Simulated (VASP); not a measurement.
MnPt:

```
CELL_PARAMETERS angstrom
2.75680 0.00000 0.00000
0.00000 2.75680 0.00000
0.00000 0.00000 3.57284
ATOMIC_POSITIONS crystal
Mn 0.00000 0.00000 0.00000
Pt 0.50000 0.50000 0.50000
```

* Program: VASP 6.6.1
* Task: relaxation of cell and atoms
* Functional: LDA
* Potentials or basis: VASP PAW LDA potentials, release 64 (Mn_pv, Pt)
* Cutoff: 500 eV
* k mesh: 16 × 16 × 12
* Occupations: gaussian, width 0.2 eV
* Spin: collinear spin, ferromagnetic start
* Starting moments: [3.52, 0.33] μB

At the start: pressure -2.6 GPa; volume 13.58 Å³/atom.

Q: How do energy, volume and symmetry change on relaxing?

A: Over 23 steps the energy falls by 41.2 meV/atom and the volume is 12.79 Å³/atom (-5.8 %); space group P4/mmm (No. 123, to 0.1 Å) before and after; moment 1.91 μB per cell.

Step by step:
```
step  energy change (eV)  largest force (eV/Å)  pressure (GPa)  volume (Å³)
   1              0.0000                0.0000           -2.58        27.15
   2             -0.0242                0.0000           -3.70        26.30
   3              0.0432                0.0000           21.50        23.84
   4             -0.0429                0.0000            0.51        25.65
   5             -0.0446                0.0000            3.46        25.32
   6             -0.0448                0.0000            2.74        25.40
   7             -0.0479                0.0000            4.05        25.26
   8             -0.0495                0.0000            6.11        25.06
   9             -0.0562                0.0000            5.51        25.11
  10             -0.0715                0.0000            3.77        25.24
  11             -0.0819                0.0000            0.74        25.51
  12             -0.0820                0.0000            1.01        25.48
  13             -0.0823                0.0000            0.59        25.53
  14             -0.0824                0.0000            0.07        25.58
  15             -0.0824                0.0000            0.03        25.58
  16             -0.0824                0.0000            0.01        25.59
  17             -0.0824                0.0000            0.01        25.59
  18             -0.0824                0.0000           -0.01        25.59
  19             -0.0824                0.0000           -0.05        25.59
  20             -0.0824                0.0000           -0.02        25.59
  21             -0.0824                0.0000           -0.02        25.59
  22             -0.0824                0.0000           -0.01        25.59
  23             -0.0824                0.0000            0.00        25.59
```

Final structure:
```cif
data_structure
_symmetry_space_group_name_H-M 'P 1'
_symmetry_Int_Tables_number 1
_cell_length_a 2.6352
_cell_length_b 2.6352
_cell_length_c 3.6845
_cell_angle_alpha 90.000
_cell_angle_beta 90.000
_cell_angle_gamma 90.000
_cell_volume 25.59
loop_
_atom_site_label
_atom_site_type_symbol
_atom_site_fract_x
_atom_site_fract_y
_atom_site_fract_z
_atom_site_occupancy
Mn1 Mn 0.00000 0.00000 0.00000 1
Pt1 Pt 0.50000 0.50000 0.50000 1
```
